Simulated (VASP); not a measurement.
V:

```
CELL_PARAMETERS angstrom
2.63857 0.00000 0.00000
-1.31928 2.28506 0.00000
0.00000 0.00000 4.78549
ATOMIC_POSITIONS crystal
V 0.33333 0.66667 0.25000
V 0.66667 0.33333 0.75000
```

This isn't the form of V at room conditions, which is bcc.

Base run:

* Program: VASP 6.6.1
* Functional: LDA
* Potentials or basis: VASP PAW LDA potentials, release 64 (V_sv)
* Cutoff: 520 eV
* k mesh: 12 × 12 × 6
* Occupations: fermi-dirac, width 0.05 eV
* Spin: collinear spin, ferromagnetic start
* Starting moments: [2.0, 2.0] μB

Its results: band gap on the k mesh zero (filled and empty bands overlap); pressure -17.9 GPa; net moment 0.00 μB per cell.

Task: The run is repeated on the same cell with these changes: functional from LDA to PBE; potentials or basis from VASP PAW LDA potentials, release 64 (V_sv) to VASP PAW PBE potentials, release 64 (V_sv). What comes out?

Result: Band gap on the k mesh zero (filled and empty bands overlap); pressure -6.5 GPa; net moment 0.00 μB per cell.

Caveats: the cell stands under tension.
